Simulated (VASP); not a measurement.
# AgI: single point with PBE

AgI:

```
Ag I
1.0
     0.00000    3.28863    3.28863
     3.28863    0.00000    3.28863
     3.28863    3.28863    0.00000
Ag I
1 1
Direct
  0.00000 0.00000 0.00000
  0.25000 0.25000 0.25000
```

```json
{"Program": "VASP 6.6.1", "Task": "single point", "Functional": "PBE", "Potentials or basis": "VASP PAW PBE potentials, release 64 (Ag, I)", "Cutoff": "500 eV", "k mesh": "6 × 6 × 6", "Occupations": "gaussian, width 0.01 eV", "Spin": "no spin polarisation"}
```

The pressure is 0.6 GPa and the band gap on the k mesh is 1.34 eV, direct.

Levels at points of the mesh, in eV from the valence-band top:
| k point | band 7 | band 8 | band 9 | band 10 | band 11 | band 12 |
| --- | --- | --- | --- | --- | --- | --- |
| (0.00, 0.00, 0.00) | 0.00 | 0.00 | 0.00 | 1.34 | 5.82 | 5.82 |
| (0.50, 0.00, 0.00) | -2.78 | -0.67 | -0.67 | 2.78 | 6.28 | 6.28 |
| (0.50, 0.50, 0.00) | -2.46 | -1.66 | -1.66 | 3.72 | 3.86 | 8.38 |

It used 67 s of CPU time on 1 thread of AMD EPYC 7R13 Processor (Zen 3) (shared host).

Caveat: spin-orbit coupling is left out, which moves the levels of the heavy elements. As with any semilocal functional, this PBE gap is likely too small.
